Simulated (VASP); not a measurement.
Here is a VASP 6.6.1 calculation.

Contents of INCAR:

```
PREC = Accurate
ENCUT = 520
EDIFF = 1E-7
ISMEAR = -1
SIGMA = 0.1
LREAL = False
LASPH = True
NELM = 100
ALGO = Normal
ISIF = 2
LWAVE = False
LCHARG = False
GGA = CA
NBANDS = 10
```

File KPOINTS:

```
regular mesh
0
Gamma
  11 11 11
```

The input POSCAR:

```
Cs
1.0
    4.7366819425      0.0000000000      0.0000000000
    0.0000000000      4.7366819425      0.0000000000
    0.0000000000      0.0000000000      4.7366819425
Cs
1
Direct
    0.0000000000      0.0000000000      0.0000000000
```

Potentials or basis: VASP PAW LDA potentials, release 64 (Cs_sv).

Run with:

```bash
$ cat potpaw_LDA.64/Cs_sv/POTCAR > POTCAR
$ mpirun -np 1 vasp_std > vasp.out
```

Task: Estimate the band gap on the k mesh.

Result: Zero (an odd number of electrons rules out a gap without spin polarisation).

Task: Predict the pressure.

Result: 0.0 GPa.

Caveat: spin-orbit coupling is left out, which moves the levels of the heavy elements.
